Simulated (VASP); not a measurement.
Runs of VASP 6.6.1 on C3N. The structure is that of space group P6_3/mcm (No. 193), or close to it. The cells are those of the table. 

| cell | k mesh | gap on the mesh (eV) | pressure (GPa) | largest force (eV/Å) |
| --- | --- | --- | --- | --- |
| a = 4.470, b = 4.470, c = 5.513 Å, angles 90.0, 90.0, 120.0°, 8 atoms | 6 × 6 × 4 | none | 0.2 | 0.05 |
| a = 3.688, b = 3.688, c = 6.506 Å, angles 90.0, 90.0, 120.0°, 8 atoms | 12 × 12 × 8 | none | 0.4 | 0.11 |
| a = 3.710, b = 3.710, c = 6.391 Å, angles 90.0, 90.0, 120.0°, 8 atoms | 12 × 12 × 6 | none | (a) | 0.11 |
| a = 5.150, b = 5.150, c = 4.611 Å, angles 90.0, 90.0, 120.0°, 8 atoms | 6 × 6 × 4 | none | -23.2 | (b) |

Alike in all rows: task single point; level PBE; potentials or basis VASP PAW PBE potentials, release 64 (C, N); no spin polarisation; cutoff (eV) 520; smearing gaussian 0.1 eV.

**Question.** Fill in the values left out.

**Answer.** (a) 0.3; (b) 2.20.

Caveats: forces of over 1 eV/Å act on the atoms, so gaps and moduli don't describe the material at rest (some runs).

A gap of «none» marks levels without a gap at the run's occupations.
